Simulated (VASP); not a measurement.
A run of VASP 6.6.1:

Contents of INCAR:

```
SYSTEM = Mg2C
PREC     = Accurate       ! precision mode
ENCUT    = 520            ! plane-wave cutoff, eV
EDIFF    = 1E-6           ! SCF threshold, eV
ISMEAR   = 1              ! smearing method
SIGMA    = 0.1            ! smearing width, eV
LREAL    = .FALSE.        ! projectors in reciprocal space
LASPH    = .TRUE.         ! aspherical terms in the spheres
NELM     = 60             ! most SCF steps
ALGO     = Normal         ! electronic algorithm
ISIF     = 2              ! what is computed and relaxed
LWAVE    = .FALSE.        ! write WAVECAR
LCHARG   = .FALSE.        ! write CHGCAR
GGA      = PE             ! functional
NBANDS   = 11             ! bands
```

The input KPOINTS:

```
regular mesh
0
G
  5 5 6
  0 0 0
```

File POSCAR:

```
Mg2C
1.0
    4.4821611300      0.0000000000      0.0000000000
   -2.2410805700      3.8816654100      0.0000000000
    0.0000000000      0.0000000000      3.1345105800
Mg C
2 1
Direct
    0.3261790000      0.6625550000      0.9484400000
    0.6557570000      0.3229680000      0.0433900000
    0.0051680000      0.0071300000      0.4942940000
```

Potentials or basis: VASP PAW PBE potentials, release 64 (Mg, C).

Command:

```console
$ cat potpaw_PBE.64/Mg/POTCAR potpaw_PBE.64/C/POTCAR > POTCAR
$ mpirun -np 1 vasp_std > vasp.out
```

Hardware: 1 thread of Intel(R) Xeon(R) Platinum 8259CL CPU @ 2.50GHz (Skylake/Cascade Lake), with other jobs on the host.

Problem. Estimate the wall time of this run.

Solution. It took 42 s on 1 thread of Intel(R) Xeon(R) Platinum 8259CL CPU @ 2.50GHz (Skylake/Cascade Lake) (shared host), peak memory 0.2 GiB. Counts: scf iterations 13, k points 76.
